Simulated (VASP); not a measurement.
A run of VASP 6.6.1:

Contents of POSCAR:

```
C
1.0
    2.6353316695      0.0000000000      0.0000000000
   -1.3176658347      2.2822641731      0.0000000000
    0.0000000000      0.0000000000      8.4873327404
C
8
Direct
    0.0000000000      0.0000000000      0.0929334757
    0.0000000000      0.0000000000      0.5929334757
    0.0000000000      0.0000000000      0.4070665243
    0.0000000000      0.0000000000      0.9070665243
    0.3333333333      0.6666666667      0.1554962089
    0.6666666667      0.3333333333      0.6554962089
    0.3333333333      0.6666666667      0.3445037911
    0.6666666667      0.3333333333      0.8445037911
```

File INCAR.step1:

```
SYSTEM = C
PREC     = Accurate       ! precision mode
ENCUT    = 520            ! plane-wave cutoff, eV
ISMEAR   = 0              ! smearing method
SIGMA    = 0.05           ! smearing width, eV
LREAL    = .FALSE.        ! projectors in reciprocal space
LASPH    = .TRUE.         ! aspherical terms in the spheres
NELM     = 100            ! most SCF steps
NBANDS   = 26             ! bands
GGA      = PE             ! functional
ALGO     = Normal         ! electronic algorithm
EDIFF    = 1E-4           ! SCF threshold, eV
LWAVE    = .TRUE.         ! write WAVECAR
LCHARG   = .FALSE.        ! write CHGCAR
```

The input INCAR.step2:

```
SYSTEM = C
PREC     = Accurate       ! precision mode
ENCUT    = 520            ! plane-wave cutoff, eV
EDIFF    = 1E-6           ! SCF threshold, eV
ISMEAR   = 0              ! smearing method
SIGMA    = 0.05           ! smearing width, eV
LREAL    = .FALSE.        ! projectors in reciprocal space
LASPH    = .TRUE.         ! aspherical terms in the spheres
NELM     = 100            ! most SCF steps
ALGO     = Normal         ! electronic algorithm
ISIF     = 2              ! what is computed and relaxed
LWAVE    = .FALSE.        ! write WAVECAR
LCHARG   = .TRUE.         ! write CHGCAR
METAGGA  = R2SCAN         ! meta-GGA
LMIXTAU  = .TRUE.       
LELF     = .TRUE.         ! ELF
LVHAR    = .TRUE.       
NBANDS   = 26             ! bands
ISTART   = 1
```

File KPOINTS:

```
regular mesh
0
G
  12 12 4
  0 0 0
```

Potentials or basis: VASP PAW PBE potentials, release 64 (C).

The run is started by

```bash
$ cat potpaw_PBE.64/C/POTCAR > POTCAR
$ cp INCAR.step1 INCAR
$ mpirun -np 1 vasp_std > vasp.out
$ cp INCAR.step2 INCAR
$ mpirun -np 1 vasp_std > vasp.out
```

Hardware: 1 thread of Intel(R) Xeon(R) 6975P-C (Granite Rapids) (shared host).

Question: How long does it take, and how much memory?

Answer: Run time: 110 s on 1 thread of Intel(R) Xeon(R) 6975P-C (Granite Rapids), with other jobs on the host, peak memory 0.19 GiB. Counts: k points 57.
